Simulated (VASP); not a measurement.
Set up this calculation in VASP 6.6.1, as the native input.

| Property | Result |
| --- | --- |
| Task | single point |
| Functional | LDA |
| Potentials or basis | VASP PAW LDA potentials, release 64 (Cu, I) |
| Cutoff | 520 eV |
| k mesh | 10 × 10 × 6 |
| Occupations | fermi-dirac, width 0.08 eV |
| Spin | no spin polarisation |
| Dipole correction | no |
| Further INCAR settings | ALGO = Normal; EDIFF = 1e-06; NBANDS = 26 |

The structure of CuI lies in POSCAR:

```
CuI
1.0
    3.9573437280      0.0000000000      0.0000000000
    0.0000000000      3.9573437280      0.0000000000
    0.0000000000      0.0000000000      6.1745396428
Cu I
2 2
Direct
    0.0000000000      0.0000000000      0.0000000000
    0.5000000000      0.5000000000      0.0000000000
    0.0000000000      0.5000000000      0.2712697132
    0.5000000000      0.0000000000      0.7287302868
```

These files were run (other wordings do the same):

INCAR

```
SYSTEM = CuI
PREC = Accurate
ENCUT = 520
EDIFF = 1E-6
ISMEAR = -1
SIGMA = 0.08
LREAL = .FALSE.
LASPH = .TRUE.
NELM = 60
ALGO = Normal
ISIF = 2
LWAVE = .FALSE.
LCHARG = .FALSE.
GGA = CA
NBANDS = 26
```

KPOINTS

```
Automatic mesh
0
G
  10 10 6
  0 0 0
```

Potentials or basis: VASP PAW LDA potentials, release 64 (Cu, I).

The run is started by

```bash
$ cat potpaw_LDA.64/Cu/POTCAR potpaw_LDA.64/I/POTCAR > POTCAR
$ mpirun -np 1 vasp_std > vasp.out
```

Results of the run:

```
Pressure               : 0.3 GPa
Largest force          : 0.017 eV/Å
Band gap on the k mesh : 1.52 eV
```

Caveat: spin-orbit coupling is left out, which moves the levels of the heavy elements.

Run time: 85 s on 1 thread of Intel(R) Xeon(R) 6975P-C (Granite Rapids), with other jobs on the host, peak memory 0.3 GiB.
